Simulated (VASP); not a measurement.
# Al (Fm-3m) in VASP: notebook

The runs below take Al through single point, relaxation of volume and atoms at fixed shape, with r2SCAN+D3(BJ).

Everything below comes from runs of VASP 6.6.1. Logs are shortened: lines on timing, memory, paths and dates and some standing lists are left out, and cuts for length are marked.

## Step 1: The cell of the first run

Symmetry: Fm-3m, No. 225, cubic system. The conventional cell has a = 3.972 Å, b = 3.972 Å, c = 3.972 Å, α = 90.00°, β = 90.00°, γ = 90.00°. Al (site symmetry m-3m) has 12 Al at 2.81 Å within 3.7 Å.

## Step 2: Single point, r2SCAN+D3(BJ)

Input file POSCAR:

```
Al
1.0
    0.0000000000      1.9857800657      1.9857800657
    1.9857800657      0.0000000000      1.9857800657
    1.9857800657      1.9857800657      0.0000000000
Al
1
Direct
    0.0000000000      0.0000000000      0.0000000000
```

Input file INCAR.step1:

```
ALGO = Normal
EDIFF = 1E-4
ENCUT = 520
GGA = PE
ISMEAR = -1
LASPH = True
LCHARG = False
LREAL = False
LWAVE = True
NBANDS = 8
NELM = 60
PREC = Accurate
SIGMA = 0.1
```

Input file INCAR.step2:

```
ALGO = Normal
EDIFF = 1E-7
ENCUT = 520
ISIF = 2
ISMEAR = -1
ISTART = 1
IVDW = 12
LASPH = True
LCHARG = False
LMIXTAU = True
LREAL = False
LWAVE = False
METAGGA = R2SCAN
NBANDS = 8
NELM = 60
PREC = Accurate
SIGMA = 0.1
VDW_A1 = 0.49484001
VDW_A2 = 5.73083694
VDW_S6 = 1.0
VDW_S8 = 0.78981345
```

Input file KPOINTS:

```
k-points
0
Gamma
  9 9 9
```

Potentials or basis: VASP PAW PBE potentials, release 64 (Al).

Started as:

```sh
cat potpaw_PBE.64/Al/POTCAR > POTCAR
cp INCAR.step1 INCAR
mpirun -np 1 vasp_std > vasp.out
cp INCAR.step2 INCAR
mpirun -np 1 vasp_std > vasp.out
```

OUTCAR:

```text
EDIFF = 1E-7
   ENCUT = 520
   ISIF = 2
   ISMEAR = -1
   ISTART = 1
   IVDW = 12
   LASPH = True
   LREAL = False
   METAGGA = R2SCAN
   NELM = 60
   PREC = Accurate
 IVDW          = 12

 ion  position               nearest neighbor table
   1  0.000  0.000  0.000-

  LATTYP: Found a face centered cubic cell.
 ALAT       =     3.9715601314

  Lattice vectors:

 A1 = (   0.0000000000,   1.9857800657,   1.9857800657)
 A2 = (   1.9857800657,   0.0000000000,   1.9857800657)
 A3 = (   1.9857800657,   1.9857800657,   0.0000000000)

Analysis of symmetry for initial positions (statically):
[... 33 lines left out ...]
                                     Primitive cell

  volume of cell :      15.6611

  direct lattice vectors                    reciprocal lattice vectors
     0.000000000  1.985780066  1.985780066    -0.251790220  0.251790220  0.251790220
     1.985780066  0.000000000  1.985780066     0.251790220 -0.251790220  0.251790220
     1.985780066  1.985780066  0.000000000     0.251790220  0.251790220 -0.251790220

  length of vectors
     2.808317101  2.808317101  2.808317101     0.436113454  0.436113454  0.436113454

  position of ions in fractional coordinates (direct lattice)
     0.000000000  0.000000000  0.000000000

  ion indices of the primitive-cell ions
   primitive index   ion index
                 1           1

----------------------------------------------------------------------------------------

 KPOINTS: k-points

Automatic generation of k-mesh.
 Grid dimensions read from file:
 generate k-points for:    9    9    9

 Generating k-lattice:

  Cartesian coordinates                     Fractional coordinates (reciprocal lattice)
    -0.027976691  0.027976691  0.027976691     0.111111111  0.000000000  0.000000000
     0.027976691 -0.027976691  0.027976691     0.000000000  0.111111111  0.000000000
     0.027976691  0.027976691 -0.027976691     0.000000000  0.000000000  0.111111111

  Length of vectors
     0.048457050  0.048457050  0.048457050

  Shift w.r.t. Gamma in fractional coordinates (k-lattice)
     0.000000000  0.000000000  0.000000000

 Subroutine IBZKPT returns following result:
 ===========================================

 Found     35 irreducible k-points:

 Following reciprocal coordinates:
            Coordinates               Weight
  0.000000  0.000000  0.000000      1.000000
  0.111111  0.000000  0.000000      8.000000
  0.222222  0.000000  0.000000      8.000000
  0.333333  0.000000  0.000000      8.000000
  0.444444  0.000000  0.000000      8.000000
  0.111111  0.111111  0.000000      6.000000
[... 16 lines left out ...]
 -0.333333  0.333333  0.000000     12.000000
  0.444444  0.444444  0.000000      6.000000
 [... further k-points ...]
   k-points           NKPTS =     35   k-points in BZ     NKDIM =     35   number of bands    NBANDS=      8
   number of dos      NEDOS =    301   number of ions     NIONS =      1
   total plane-waves  NPLWV =  13824
   dimension x,y,z NGX =    24 NGY =   24 NGZ =   24
   dimension x,y,z NGXF=    48 NGYF=   48 NGZF=   48
   ions per type =               1
   NGX,Y,Z   is equivalent  to a cutoff of  14.21, 14.21, 14.21 a.u.
   NGXF,Y,Z  is equivalent  to a cutoff of  28.41, 28.41, 28.41 a.u.
 SYSTEM =  unknown system
   PREC   = accura    normal or accurate (medium, high low for compatibility)
   ISTART =      1    job   : 0-new  1-cont  2-samecut
   ICHARG =      0    charge: 1-file 2-atom 10-const
   ISPIN  =      1    spin polarized calculation?
   LNONCOLLINEAR =      F non collinear calculations
   LSORBIT =      F    spin-orbit coupling
   LASPH  =      T    aspherical Exc in radial PAW
   ENCUT  =  520.0 eV  38.22 Ry    6.18 a.u.   5.22  5.22  5.22*2*pi/ulx,y,z
   NELM   =     60;   NELMIN=  2; NELMDL=  0     # of ELM steps
   EDIFF  = 0.1E-06   stopping-criterion for ELM
   LREAL  =      F    real-space projection
   EDIFFG = 0.1E-05   stopping-criterion for IOM
   NSW    =      0    number of steps for IOM
   IBRION =     -1    ionic relax: 0-MD 1-quasi-New 2-CG
   NFREE  =      0    steps in history (QN), initial steepest desc. (CG)
   ISIF   =      2    stress and relaxation
   ISYM   =      2    0-nonsym 1-usesym 2-fastsym
   POTIM  = 0.5000    time-step for ionic-motion
   TEBEG  =    0.0;   TEEND  =   0.0 temperature during run
   PSTRESS=    0.0 pullay stress
   NELECT =       3.0000    total number of electrons
   NUPDOWN=      -1.0000    fix difference up-down
   EMIN   =  10.00;   EMAX   =-10.00  energy-range for DOS
   EFERMI =   0.00;   METHOD = LEGACY
   ISMEAR =    -1;   SIGMA  =   0.10  broadening in eV -4-tet -1-fermi 0-gaus
   EFERMI_NEDOS =   21; number of points for ismear=-14 and -15
   IALGO  =     38    algorithm
   IMIX   =      4    mixing-type and parameters
     AMIX     =   0.40;   BMIX     =  1.00
     AMIX_MAG =   1.60;   BMIX_MAG =  1.00
  volume/ion in A,a.u.               =      15.66       105.69
  Fermi-wavevector in a.u.,A,eV,Ry     =   0.943715  1.783362 12.117317  0.890598
  Thomas-Fermi vector in A             =   2.071449
   LORBIT       =      0    0 simple, 1 ext, 2 COOP (PROOUT), +10 PAW based schemes
   METAGGA = R2SCAN    functional components
   LHFCALC =     F    Hartree Fock is set to
   AEXX    =    0.0000 exact exchange contribution
   IVDW    =    12    specifies the selected vdW correction
   LEPSILON=     F    determine dielectric tensor
   LRPA    =     F    only Hartree local field effects (RPA)
 non-spin polarized calculation
  energy-cutoff  :      520.00
  volume of cell :       15.66
 maximum number of plane-waves:       436
 NGX is ok and might be reduce to    24
   NGX = 11   NGY = 11   NGZ = 11

 number of electron       3.0000000 magnetization

 Free energy of the ion-electron system (eV)
  ---------------------------------------------------
  ext. energy  EPLUGINS =         0.00000000
  ---------------------------------------------------
  free energy    TOTEN  =        -6.71310422 eV

  energy without entropy =       -6.69516932  energy(sigma->0) =       -6.70413677

 E-fermi :   8.5750     XC(G=0): -11.1003

 val. band max:        8.5480258618   @ k =  -0.4444   0.3333   0.1111
 cond. band min:       8.5860687231   @ k =  -0.3333   0.4444   0.1111
 fundamental gap:      0.0380428613
 Fermi energy:         8.5750010533

 k-point     1 :       0.0000    0.0000    0.0000
  band No.  band energies     occupation
      1      -3.6412      2.00000
      2      22.1913      0.00000
      3      22.1913      0.00000
      4      22.1913      0.00000
      5      24.5249      0.00000
      6      24.5249      0.00000
      7      24.5249      0.00000
      8      26.3170      0.00000

 k-point     2 :       0.1111    0.0000    0.0000
  band No.  band energies     occupation
      1      -3.2727      2.00000
      2      18.2693      0.00000
      3      21.4763      0.00000
      4      21.4763      0.00000
      5      24.9047      0.00000
      6      25.8142      0.00000
      7      25.8142      0.00000
      8      28.0924      0.00000

 k-point     3 :       0.2222    0.0000    0.0000
  band No.  band energies     occupation
      1      -2.1729      2.00000
      2      13.4765      0.00000
      3      20.7013      0.00000
      4      20.7013      0.00000
      5      24.4637      0.00000
      6      25.4074      0.00000
      7      25.4074      0.00000
      8      28.5679      0.00000

 k-point     4 :       0.3333    0.0000    0.0000
  band No.  band energies     occupation
      1      -0.3598      2.00000
      2       9.1240      0.00822
      3      20.4355      0.00000
      4      20.4355      0.00000
      5      23.3156      0.00000
      6      23.3156      0.00000
      7      24.3195      0.00000
      8      27.6896      0.00000

 k-point     5 :       0.4444    0.0000    0.0000
  band No.  band energies     occupation
      1       2.1287      2.00000
      2       5.3543      2.00000
      3      20.7157      0.00000
      4      20.7157      0.00000
      5      21.8217      0.00000
      6      21.8217      0.00000
      7      24.6868      0.00000
      8      26.0983      0.00000

 k-point     6 :       0.1111    0.1111    0.0000
  band No.  band energies     occupation
      1      -3.1500      2.00000
      2      19.8270      0.00000
      3      19.8364      0.00000
      4      19.8364      0.00000
      5      23.4613      0.00000
      6      25.3763      0.00000
      7      27.5985      0.00000
      8      27.5985      0.00000

 k-point     7 :       0.2222    0.1111    0.0000
  band No.  band energies     occupation
      1      -2.2947      2.00000
      2      15.2552      0.00000
      3      18.7429      0.00000
      4      20.2052      0.00000
      5      22.4739      0.00000
      6      24.2967      0.00000
      7      27.9013      0.00000
      8      28.6532      0.00000

 k-point     8 :       0.3333    0.1111    0.0000
  band No.  band energies     occupation
      1      -0.7205      2.00000
      2      10.7930      0.00000
      3      18.2488      0.00000
      4      19.5774      0.00000
      5      20.4475      0.00000
      6      26.6851      0.00000
      7      26.9863      0.00000
      8      27.8656      0.00000

 k-point     9 :       0.4444    0.1111    0.0000
  band No.  band energies     occupation
      1       1.5445      2.00000
      2       6.8390      2.00000
      3      18.0686      0.00000
      4      18.3670      0.00000
      5      20.3339      0.00000
      6      24.9958      0.00000
      7      27.9073      0.00000
      8      28.3465      0.00000

 k-point    10 :      -0.4444    0.1111    0.0000
  band No.  band energies     occupation
      1       3.3684      2.00000
      2       4.5892      2.00000
      3      16.9240      0.00000
      4      19.1054      0.00000
      5      21.1061      0.00000
      6      23.8581      0.00000
      7      27.1234      0.00000
      8      28.7832      0.00000
[... 78 lines left out ...]
 k-point    18 :      -0.3333    0.2222    0.0000
  band No.  band energies     occupation
      1       2.4863      2.00000
      2       7.6657      1.99978
      3      12.2018      0.00000
      4      18.2803      0.00000
      5      20.3801      0.00000
      6      26.7414      0.00000
      7      29.4852      0.00000
      8      30.5450      0.00000

 k-point    19 :      -0.2222    0.2222    0.0000
  band No.  band energies     occupation
      1       0.2390      2.00000
      2      10.9128      0.00000
      3      12.8093      0.00000
      4      20.0637      0.00000
      5      22.2644      0.00000
      6      25.9885      0.00000
      7      27.4185      0.00000
      8      28.4333      0.00000

 k-point    20 :       0.3333    0.3333    0.0000
  band No.  band energies     occupation
      1       0.7138      2.00000
      2      13.3469      0.00000
      3      15.1372      0.00000
      4      15.7603      0.00000
      5      15.7603      0.00000
      6      20.0276      0.00000
      7      33.6308      0.00000
      8      35.3710      0.00000

 k-point    21 :       0.4444    0.3333    0.0000
  band No.  band energies     occupation
      1       2.4779      2.00000
      2      10.8878      0.00000
      3      11.8057      0.00000
      4      15.4542      0.00000
      5      16.8144      0.00000
      6      21.3441      0.00000
      7      32.9091      0.00000
      8      35.5001      0.00000

 k-point    22 :      -0.4444    0.3333    0.0000
  band No.  band energies     occupation
      1       4.8590      2.00000
      2       7.9527      1.99604
      3       9.5455      0.00012
      4      15.7705      0.00000
      5      17.5020      0.00000
      6      24.9738      0.00000
      7      31.6437      0.00000
      8      34.1780      0.00000

 k-point    23 :      -0.3333    0.3333    0.0000
  band No.  band energies     occupation
      1       4.9079      2.00000
      2       7.3051      1.99999
      3       9.1777      0.00481
      4      16.7115      0.00000
      5      18.6448      0.00000
      6      29.2113      0.00000
      7      30.5962      0.00000
      8      30.9747      0.00000

 k-point    24 :       0.4444    0.4444    0.0000
  band No.  band energies     occupation
      1       3.9477      2.00000
      2       8.4410      1.58499
      3      14.1668      0.00000
      4      14.9372      0.00000
      5      14.9372      0.00000
      6      19.1427      0.00000
      7      35.8883      0.00000
      8      37.5760      0.00000

 [... further k-points ...]

------------------------ aborting loop because EDIFF is reached ----------------------------------------

 Edisp (eV)   -0.16799

 E8    (eV) :    -0.0596

  FORCE on cell =-STRESS in cart. coord.  units (eV):
  Direction    XX          YY          ZZ          XY          YZ          ZX
  --------------------------------------------------------------------------------------
  -------------------------------------------------------------------------------------
  Total      -0.03352    -0.03352    -0.03352    -0.00000    -0.00000    -0.00000
  in kB      -3.42949    -3.42949    -3.42949    -0.00000    -0.00000    -0.00000
  external pressure =       -3.43 kB  Pullay stress =        0.00 kB

 VOLUME and BASIS-vectors are now :
 -----------------------------------------------------------------------------
  energy-cutoff  :      520.00
  volume of cell :       15.66
      direct lattice vectors                 reciprocal lattice vectors
     0.000000000  1.985780066  1.985780066    -0.251790220  0.251790220  0.251790220
     1.985780066  0.000000000  1.985780066     0.251790220 -0.251790220  0.251790220
     1.985780066  1.985780066  0.000000000     0.251790220  0.251790220 -0.251790220

 POSITION                                       TOTAL-FORCE (eV/Angst)
 -----------------------------------------------------------------------------------
      0.00000      0.00000      0.00000         0.000000      0.000000     -0.000000
 -----------------------------------------------------------------------------------
    total drift:                               -0.000000      0.000000      0.000000

  FREE ENERGIE OF THE ION-ELECTRON SYSTEM (eV)
  ---------------------------------------------------
  free  energy   TOTEN  =        -6.8810972046 eV

  energy  without entropy=       -6.8631623007  energy(sigma->0) =       -6.87212975
```

Run time: 14 s. Hardware: 1 thread of Intel Xeon 6975P-C (Granite Rapids), shared host; peak memory 0.14 GiB.

What came out:

| Quantity | Value |
| --- | --- |
| Free energy | -6.8811 eV |
| Pressure | -0.3 GPa |
| Dispersion energy per atom | -0.168 eV |

Caveat: the PAW data sets were made with another functional, which shifts forces and pressure a little; pairwise dispersion overbinds metals, which lowers pressure and volume.

## Step 3: Relaxation of volume and atoms at fixed shape, r2SCAN+D3(BJ)

This run uses another cell than the first one, of 16.60 Å³/atom, 1.060 times its volume.

Input file POSCAR:

```
Al
1.0
    0.0000000000      2.0248050000      2.0248050000
    2.0248050000      0.0000000000      2.0248050000
    2.0248050000      2.0248050000      0.0000000000
Al
1
Direct
    0.0000000000      0.0000000000      0.0000000000
```

Input file INCAR.step1:

```
SYSTEM = Al
PREC = Accurate
ENCUT = 600
ISMEAR = -1
SIGMA = 0.1
LREAL = .FALSE.
LASPH = .TRUE.
NELM = 100
GGA = PE
ALGO = Normal
EDIFF = 1E-4
LWAVE = .TRUE.
LCHARG = .FALSE.
```

Input file INCAR.step2:

```
SYSTEM = Al
PREC = Accurate
ENCUT = 600
EDIFF = 1E-6
ISMEAR = -1
SIGMA = 0.1
LREAL = .FALSE.
LASPH = .TRUE.
NELM = 100
ALGO = Normal
ISIF = 8
LWAVE = .FALSE.
LCHARG = .FALSE.
METAGGA = R2SCAN
LMIXTAU = .TRUE.
IVDW = 12
VDW_S6 = 1.0
VDW_S8 = 0.78981345
VDW_A1 = 0.49484001
VDW_A2 = 5.73083694
IBRION = 2
NSW = 80
EDIFFG = -0.01
ISTART = 1
```

Input file KPOINTS:

```
Automatic mesh
0
G
  9 9 9
  0 0 0
```

Potentials or basis: VASP PAW PBE potentials, release 64 (Al).

Started as:

```sh
cat potpaw_PBE.64/Al/POTCAR > POTCAR
cp INCAR.step1 INCAR
mpirun -np 1 vasp_std > vasp.out
cp INCAR.step2 INCAR
mpirun -np 1 vasp_std > vasp.out
```

OUTCAR:

```text
SYSTEM = Al
   PREC = Accurate
   ENCUT = 600
   EDIFF = 1E-6
   ISMEAR = -1
   LREAL = .FALSE.
   LASPH = .TRUE.
   NELM = 100
   ISIF = 8
   METAGGA = R2SCAN
   IVDW = 12
   IBRION = 2
   NSW = 80
   EDIFFG = -0.01
   ISTART = 1
 IVDW          = 12

 ion  position               nearest neighbor table
   1  0.000  0.000  0.000-

  LATTYP: Found a face centered cubic cell.
 ALAT       =     4.0496100000

  Lattice vectors:

 A1 = (   0.0000000000,   2.0248050000,   2.0248050000)
 A2 = (   2.0248050000,   0.0000000000,   2.0248050000)
 A3 = (   2.0248050000,   2.0248050000,   0.0000000000)

Analysis of symmetry for initial positions (statically):
[... 33 lines left out ...]
                                     Primitive cell

  volume of cell :      16.6027

  direct lattice vectors                    reciprocal lattice vectors
[... 136 lines left out ...]

 Edisp (eV)   -0.15831

 E8    (eV) :    -0.0561
[... 69 lines left out ...]
--------------------------------------- Ionic step        3  -------------------------------------------

 number of electron       3.0000000 magnetization

 Free energy of the ion-electron system (eV)
  ---------------------------------------------------
  ext. energy  EPLUGINS =         0.00000000
  ---------------------------------------------------
  free energy    TOTEN  =        -6.71242548 eV

  energy without entropy =       -6.69454430  energy(sigma->0) =       -6.70348489

 E-fermi :   8.6202     XC(G=0): -11.1157

 val. band max:        8.5909159504   @ k =  -0.4444   0.3333   0.1111
 cond. band min:       8.6369847324   @ k =  -0.3333   0.4444   0.1111
 fundamental gap:      0.0460687821
 Fermi energy:         8.6201862110

 k-point     1 :       0.0000    0.0000    0.0000
  band No.  band energies     occupation
      1      -3.6269      2.00000
      2      22.2593      0.00000
      3      22.2593      0.00000
      4      22.2593      0.00000
      5      24.6277      0.00000
[... 177 lines left out ...]
 k-point    24 :       0.4444    0.4444    0.0000
  band No.  band energies     occupation
      1       3.9801      2.00000
      2       8.4848      1.58967
      3      14.2119      0.00000
      4      15.0028      0.00000
      5      15.0028      0.00000

 [... further k-points ...]

------------------------ aborting loop because EDIFF is reached ----------------------------------------

 Edisp (eV)   -0.16869

 E8    (eV) :    -0.0598
[... 24 lines left out ...]
  FREE ENERGIE OF THE ION-ELECTRON SYSTEM (eV)
  ---------------------------------------------------
  free  energy   TOTEN  =        -6.8811155849 eV

  energy  without entropy=       -6.8632344068  energy(sigma->0) =       -6.87217500

 reached required accuracy - stopping structural energy minimisation
```

OSZICAR.step1:

```text
N       E                     dE             d eps       ncg     rms          rms(c)
DAV:   1    -0.148973874392E+01   -0.14897E+01   -0.98649E+02   355   0.394E+02
DAV:   2    -0.371671494591E+01   -0.22270E+01   -0.21771E+01   465   0.333E+01
DAV:   3    -0.374739655846E+01   -0.30682E-01   -0.30353E-01   455   0.400E+00
DAV:   4    -0.374752245863E+01   -0.12590E-03   -0.12590E-03   475   0.252E-01
DAV:   5    -0.374752323606E+01   -0.77742E-06   -0.77795E-06   445   0.177E-02    0.129E+00
DAV:   6    -0.373473392716E+01    0.12789E-01   -0.16297E-03   440   0.312E-01    0.753E-01
DAV:   7    -0.372536329586E+01    0.93706E-02   -0.49221E-03   405   0.507E-01    0.143E-01
DAV:   8    -0.372535960163E+01    0.36942E-05   -0.22347E-05   300   0.529E-02
   1 F= -.37253596E+01 E0= -.37164309E+01  d E =-.178574E-01
```

Run time: 14 s. Hardware: 1 thread of Intel Xeon 6975P-C (Granite Rapids), shared host; peak memory 0.15 GiB.

Results:

* Free energy: -6.8811 eV
* Relaxed volume: 15.60 Å³/atom
* Relaxed cell: a = 2.805 Å, b = 2.805 Å, c = 2.805 Å, α = 60.00°, β = 60.00°, γ = 60.00°
* Space group after relaxing (to 0.05 Å): Fm-3m (No. 225)
* Energy gained by relaxing: 17.2 meV/atom
* Ionic steps: 3
* Pressure after relaxing: 0.0 GPa
* Dispersion energy per atom: -0.169 eV

The path:
```tsv
step	energy change (eV)	largest force (eV/Å)	pressure (GPa)	volume (Å³)
1	0.0000	0.0000	-5.13	16.60
2	-0.0160	0.0000	1.57	15.36
3	-0.0172	0.0000	0.04	15.60
```

Final structure:
```yaml
crystal:
  lattice:
    - [0.00000, 1.98308, 1.98308]
    - [1.98308, 0.00000, 1.98308]
    - [1.98308, 1.98308, 0.00000]
  atoms:
    - { symbol: Al, position: [0.00000, 0.00000, 0.00000] }
```

Caveat: the PAW data sets were made with another functional, which shifts forces and pressure a little; pairwise dispersion overbinds metals, which lowers pressure and volume.
